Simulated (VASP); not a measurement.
# Si7Ge (P-42m) in VASP: single point with r2SCAN

Aim: the single point of Si7Ge with r2SCAN.

Everything below comes from runs of VASP 6.6.1. Logs are shortened: lines on timing, memory, paths and dates and some standing lists are left out, and cuts for length are marked.

### 1 The cell of the first run

The structure is tetragonal, space group P-42m (No. 111). Conventional cell: a = 5.468 Å, b = 5.468 Å, c = 5.468 Å, α = 90.00°, β = 90.00°, γ = 90.00°. Si (site symmetry m) has 3 Si at 2.29 to 2.40 Å and 1 Ge at 2.39 Å within 3.0 Å. Si (site symmetry 222) has 4 Si at 2.40 Å within 3.2 Å. Si (site symmetry -42m) has 4 Si at 2.29 Å within 3.0 Å. Ge (site symmetry -42m) has 4 Si at 2.39 Å within 3.2 Å.

### 2 Single point, r2SCAN (mode 14 (415.5 1/cm) frozen in, largest displacement +0.075 Å)

File POSCAR:

```
Si7Ge
1.0
    5.4679684304      0.0000000000      0.0000000000
    0.0000000000      5.4679684304      0.0000000000
    0.0000000000      0.0000000000      5.4679684304
Si Ge
7 1
Direct
    0.2580303922      0.2580303922      0.2412314903
    0.0000000000      0.5000000000      0.5000000000
    0.5000000000      0.5000000000      0.0000000000
    0.5000000000      0.0000000000      0.5000000000
    0.7419696078      0.2580303922      0.7587685097
    0.7419696078      0.7419696078      0.2412314903
    0.2580303922      0.7419696078      0.7587685097
    0.0000000000      0.0000000000      0.0000000000
```

File INCAR.step1:

```
SYSTEM = Si7Ge
PREC = Accurate
ENCUT = 520
ISMEAR = 0
SIGMA = 0.05
LREAL = .FALSE.
LASPH = .TRUE.
NELM = 100
NBANDS = 31
GGA = PE
ALGO = Normal
EDIFF = 1E-4
LWAVE = .TRUE.
LCHARG = .FALSE.
```

File INCAR.step2:

```
SYSTEM = Si7Ge
PREC = Accurate
ENCUT = 520
EDIFF = 1E-6
ISMEAR = 0
SIGMA = 0.05
LREAL = .FALSE.
LASPH = .TRUE.
NELM = 100
ALGO = Normal
ISIF = 2
LWAVE = .FALSE.
LCHARG = .TRUE.
METAGGA = R2SCAN
LMIXTAU = .TRUE.
LELF = .TRUE.
LVHAR = .TRUE.
NBANDS = 31
ISTART = 1
```

File KPOINTS:

```
Automatic mesh
0
G
  6 6 6
  0 0 0
```

Potentials or basis: VASP PAW PBE potentials, release 64 (Si, Ge_d).

Launch:

```sh
> cat potpaw_PBE.64/Si/POTCAR potpaw_PBE.64/Ge_d/POTCAR > POTCAR
> cp INCAR.step1 INCAR
> mpirun -np 1 vasp_std > vasp.out
> cp INCAR.step2 INCAR
> mpirun -np 1 vasp_std > vasp.out
```

OUTCAR:

```text
SYSTEM = Si7Ge
   PREC = Accurate
   ENCUT = 520
   EDIFF = 1E-6
   ISMEAR = 0
   LREAL = .FALSE.
   LASPH = .TRUE.
   NELM = 100
   ISIF = 2
   METAGGA = R2SCAN
   ISTART = 1

 ion  position               nearest neighbor table
   1  0.258  0.258  0.241-   3 2.29   8 2.39   4 2.40   2 2.40
   2  0.000  0.500  0.500-   1 2.40   5 2.40   6 2.40   7 2.40
   3  0.500  0.500  0.000-   1 2.29   5 2.29   6 2.29   7 2.29
   4  0.500  0.000  0.500-   1 2.40   5 2.40   6 2.40   7 2.40
   5  0.742  0.258  0.759-   3 2.29   8 2.39   4 2.40   2 2.40
   6  0.742  0.742  0.241-   3 2.29   8 2.39   4 2.40   2 2.40
   7  0.258  0.742  0.759-   3 2.29   8 2.39   4 2.40   2 2.40
   8  0.000  0.000  0.000-   1 2.39   5 2.39   6 2.39   7 2.39

  LATTYP: Found a simple cubic cell.
 ALAT       =     5.4679684304

  Lattice vectors:

 A1 = (   5.4679684304,   0.0000000000,   0.0000000000)
 A2 = (   0.0000000000,   5.4679684304,   0.0000000000)
 A3 = (   0.0000000000,   0.0000000000,   5.4679684304)

Analysis of symmetry for initial positions (statically):
=====================================================================
 Subroutine PRICEL returns:
 Original cell was already a primitive cell.

 Routine SETGRP: Setting up the symmetry group for a
 simple cubic supercell.

 Subroutine GETGRP returns: Found  8 space group operations
 (whereof  8 operations were pure point group operations)
 out of a pool of 48 trial point group operations.

The static configuration has the point symmetry D_2d.

Analysis of symmetry for dynamics (positions and initial velocities):
=====================================================================
 Subroutine PRICEL returns:
 Original cell was already a primitive cell.

 Routine SETGRP: Setting up the symmetry group for a
 simple cubic supercell.

 Subroutine GETGRP returns: Found  8 space group operations
 (whereof  8 operations were pure point group operations)
 out of a pool of 48 trial point group operations.

The dynamic configuration has the point symmetry D_2d.

 Subroutine INISYM returns: Found  8 space group operations
 (whereof  8 operations are pure point group operations),
 and found     1 'primitive' translations

[... 107 lines left out ...]
   LREAL  =      F    real-space projection
   EDIFFG = 0.1E-04   stopping-criterion for IOM
   NSW    =      0    number of steps for IOM
   IBRION =     -1    ionic relax: 0-MD 1-quasi-New 2-CG
   NFREE  =      0    steps in history (QN), initial steepest desc. (CG)
   ISIF   =      2    stress and relaxation
   ISYM   =      2    0-nonsym 1-usesym 2-fastsym
   POTIM  = 0.5000    time-step for ionic-motion
   TEBEG  =    0.0;   TEEND  =   0.0 temperature during run
   PSTRESS=    0.0 pullay stress
   NELECT =      42.0000    total number of electrons
   NUPDOWN=      -1.0000    fix difference up-down
   EMIN   =  10.00;   EMAX   =-10.00  energy-range for DOS
   EFERMI =   0.00;   METHOD = LEGACY
   ISMEAR =     0;   SIGMA  =   0.05  broadening in eV -4-tet -1-fermi 0-gaus
   EFERMI_NEDOS =   21; number of points for ismear=-14 and -15
   IALGO  =     38    algorithm
   IMIX   =      4    mixing-type and parameters
     AMIX     =   0.40;   BMIX     =  1.00
     AMIX_MAG =   1.60;   BMIX_MAG =  1.00
  volume/ion in A,a.u.               =      20.44       137.91
  Fermi-wavevector in a.u.,A,eV,Ry     =   1.040715  1.966667 14.736311  1.083088
  Thomas-Fermi vector in A             =   2.175304
   LORBIT       =      0    0 simple, 1 ext, 2 COOP (PROOUT), +10 PAW based schemes
   METAGGA = R2SCAN    functional components
   LHFCALC =     F    Hartree Fock is set to
   AEXX    =    0.0000 exact exchange contribution
   IVDW    =     0    specifies the selected vdW correction
   LEPSILON=     F    determine dielectric tensor
   LRPA    =     F    only Hartree local field effects (RPA)
 non-spin polarized calculation
 Gauss-broadening in eV      SIGMA  =   0.05
  energy-cutoff  :      520.00
  volume of cell :      163.49
 maximum number of plane-waves:      4436
 NGX is ok and might be reduce to    42
   NGX = 21   NGY = 21   NGZ = 21

 number of electron      42.0000025 magnetization

 Free energy of the ion-electron system (eV)
  ---------------------------------------------------
  ext. energy  EPLUGINS =         0.00000000
  ---------------------------------------------------
  free energy    TOTEN  =       -75.05408311 eV

  energy without entropy =      -75.05408311  energy(sigma->0) =      -75.05408311

 E-fermi :   5.8476     XC(G=0):  -9.9739

 val. band max:        5.5898141680   @ k =   0.0000   0.0000   0.0000
 cond. band min:       6.0951652777   @ k =   0.0000   0.0000   0.0000
 fundamental gap:      0.5053511097
 Fermi energy:         5.8475542590

 k-point     1 :       0.0000    0.0000    0.0000
  band No.  band energies     occupation
      1     -19.2488      2.00000
      2     -19.2484      2.00000
      3     -19.2484      2.00000
      4     -19.2212      2.00000
      5     -19.2154      2.00000
      6      -7.0743      2.00000
[... 805 lines left out ...]
     30      10.3145      0.00000
     31      11.1538      0.00000

 [... further k-points ...]

------------------------ aborting loop because EDIFF is reached ----------------------------------------

  FORCE on cell =-STRESS in cart. coord.  units (eV):
  Direction    XX          YY          ZZ          XY          YZ          ZX
  --------------------------------------------------------------------------------------
  -------------------------------------------------------------------------------------
  Total        0.1724519      0.1724519      0.0370394      0.0000000      0.0000000     -0.0000000
  in kB        1.6900540      1.6900540      0.3629915      0.0000000      0.0000000     -0.0000000
  external PRESSURE =       1.2476999 kB  Pullay stress =       0.0000000 kB

 VOLUME and BASIS-vectors are now :
 -----------------------------------------------------------------------------
  energy-cutoff  :      520.00
  volume of cell :      163.49
      direct lattice vectors                 reciprocal lattice vectors
     5.467968430  0.000000000  0.000000000     0.182883280  0.000000000  0.000000000
     0.000000000  5.467968430  0.000000000     0.000000000  0.182883280  0.000000000
     0.000000000  0.000000000  5.467968430     0.000000000  0.000000000  0.182883280

 POSITION                                       TOTAL-FORCE (eV/Angst)
 -----------------------------------------------------------------------------------
      1.41090      1.41090      1.31905        -0.588437     -0.588437      1.129909
      0.00000      2.73398      2.73398        -0.000000     -0.000000      0.000000
      2.73398      2.73398      0.00000        -0.000000     -0.000000      0.000000
      2.73398      0.00000      2.73398        -0.000000     -0.000000      0.000000
      4.05707      1.41090      4.14892         0.588437     -0.588437     -1.129909
      4.05707      4.05707      1.31905         0.588437      0.588437      1.129909
      1.41090      4.05707      4.14892        -0.588437      0.588437     -1.129909
      0.00000      0.00000      0.00000        -0.000000     -0.000000      0.000000
 -----------------------------------------------------------------------------------
    total drift:                               -0.000000     -0.000000     -0.000000

  FREE ENERGIE OF THE ION-ELECTRON SYSTEM (eV)
  ---------------------------------------------------
  free  energy   TOTEN  =       -75.0540831053 eV

  energy  without entropy=      -75.0540831053  energy(sigma->0) =      -75.05408311
```

OUTCAR.step1:

```text
SYSTEM = Si7Ge
   PREC = Accurate
   ENCUT = 520
   ISMEAR = 0
   LREAL = .FALSE.
   LASPH = .TRUE.
[... 1061 lines left out ...]
      4.05707      4.05707      1.31905         0.527976      0.527976      1.108903
      1.41090      4.05707      4.14892        -0.527976      0.527976     -1.108903
      0.00000      0.00000      0.00000        -0.000000      0.000000      0.000000
 -----------------------------------------------------------------------------------
    total drift:                               -0.000000     -0.000000     -0.000000

  FREE ENERGIE OF THE ION-ELECTRON SYSTEM (eV)
  ---------------------------------------------------
  free  energy   TOTEN  =       -42.2209321040 eV

  energy  without entropy=      -42.2209320947  energy(sigma->0) =      -42.22093210
```

Wall time 13 min (1 thread of Oxide Virtual Turin-like, shared host); peak memory 0.35 GiB.

Results:

* Free energy: -75.0541 eV
* Pressure: 0.1 GPa
* Largest force: 1.403 eV/Å
* Band gap on the k mesh: 0.51 eV, direct

Forces on the atoms (eV/Å):
```
Si  -0.588 -0.588  1.130
Si   0.000  0.000  0.000
Si   0.000  0.000  0.000
Si   0.000  0.000  0.000
Si   0.588 -0.588 -1.130
Si   0.588  0.588  1.130
Si  -0.588  0.588 -1.130
Ge   0.000  0.000  0.000
```

Levels at points of the mesh, in eV from the valence-band top:
```
           k point  band 18  band 19  band 20  band 21  band 22  band 23  band 24  band 25
(0.00, 0.00, 0.00)    -2.98    -0.04    -0.04     0.00     0.51     0.72     0.95     0.96
(0.50, 0.00, 0.00)    -2.20    -2.20    -1.83    -1.82     1.14     1.40     3.30     3.45
(0.00, 0.00, 0.50)    -2.22    -2.22    -1.81    -1.81     1.26     1.29     3.22     3.44
(0.50, 0.50, 0.00)    -1.61    -1.61    -1.45    -1.12     2.41     2.60     2.76     2.76
(0.00, 0.50, 0.50)    -1.63    -1.62    -1.44    -1.10     2.41     2.48     2.75     2.95
(0.50, 0.50, 0.50)    -1.24    -1.24    -1.06    -0.97     1.28     1.73     1.73     1.80
```

Caveat: the cell differs from its parent crystal (mode 14 (415.5 1/cm) frozen in, largest displacement +0.075 Å); the PAW data sets were made with another functional, which shifts forces and pressure a little. A k mesh can miss the band edges.
